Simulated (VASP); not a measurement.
Here is a VASP 6.6.1 calculation.

The input INCAR:

```
ALGO     = Normal         # electronic algorithm
EDIFF    = 1E-6           # SCF threshold, eV
ENCUT    = 500            # plane-wave cutoff, eV
GGA      = RE             # functional
GGA_COMPAT= F            
ISIF     = 2              # what is computed and relaxed
ISMEAR   = 0              # smearing method
IVDW     = 12             # dispersion correction
LASPH    = T              # aspherical terms in the spheres
LCHARG   = F              # write CHGCAR
LREAL    = F              # projectors in reciprocal space
LWAVE    = F              # write WAVECAR
NBANDS   = 17             # bands
NELM     = 120            # most SCF steps
PREC     = Accurate       # precision mode
SIGMA    = 0.05           # smearing width, eV
```

Contents of KPOINTS:

```
k-points
0
Gamma
  8 8 8
```

File POSCAR:

```
SnSe
1.0
    0.0000000000      2.9905687566      2.9905687566
    2.9905687566      0.0000000000      2.9905687566
    2.9905687566      2.9905687566      0.0000000000
Sn Se
1 1
Direct
    0.0000000000      0.0000000000      0.0000000000
    0.5000000000      0.5000000000      0.5000000000
```

Potentials or basis: VASP PAW PBE potentials, release 64 (Sn_d, Se).

The run is started by

```sh
$ cat potpaw_PBE.64/Sn_d/POTCAR potpaw_PBE.64/Se/POTCAR > POTCAR
$ mpirun -np 1 vasp_std > vasp.out
```

Problem. What does it give for the dispersion energy per atom?

Solution. -0.683 eV.

Problem. Predict the band gap on the k mesh.

Solution. 0.64 eV.

Problem. Estimate the pressure.

Solution. -1.1 GPa.

Caveat: the PAW data sets were made with another functional, which shifts forces and pressure a little; spin-orbit coupling is left out, which moves the levels of the heavy elements. A k mesh can miss the band edges.
